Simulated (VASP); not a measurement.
A run of VASP 6.6.1 is set up as follows.

Contents of INCAR:

```
SYSTEM = BiS
ALGO = Normal
EDIFF = 1E-7
ENCUT = 520
GGA = PS
ISIF = 2
ISMEAR = 0
LASPH = .TRUE.
LCHARG = .FALSE.
LREAL = .FALSE.
LWAVE = .FALSE.
NBANDS = 18
NELM = 60
PREC = Accurate
SIGMA = 0.05
```

The input KPOINTS:

```
k-points
0
G
  10 10 10
  0 0 0
```

POSCAR

```
BiS
1.0
    3.5216116037      0.0000000000      0.0000000000
    0.0000000000      3.5216116037      0.0000000000
    0.0000000000      0.0000000000      3.5216116037
Bi S
1 1
Direct
    0.0000000000      0.0000000000      0.0141980450
    0.5000000000      0.5000000000      0.5000000000
```

Potentials or basis: VASP PAW PBE potentials, release 64 (Bi_d, S).

Run with:

```console
$ cat potpaw_PBE.64/Bi_d/POTCAR potpaw_PBE.64/S/POTCAR > POTCAR
$ mpirun -np 1 vasp_std > vasp.out
```

(1) Estimate the band gap on the k mesh.

(2) Predict the pressure.

(3) Predict the largest force.

Answers

(1) zero (an odd number of electrons rules out a gap without spin polarisation).

(2) 0.0 GPa.

(3) 0.017 eV/Å.

Caveat: the PAW data sets were made with another functional, which shifts forces and pressure a little; spin-orbit coupling is left out, which moves the levels of the heavy elements.
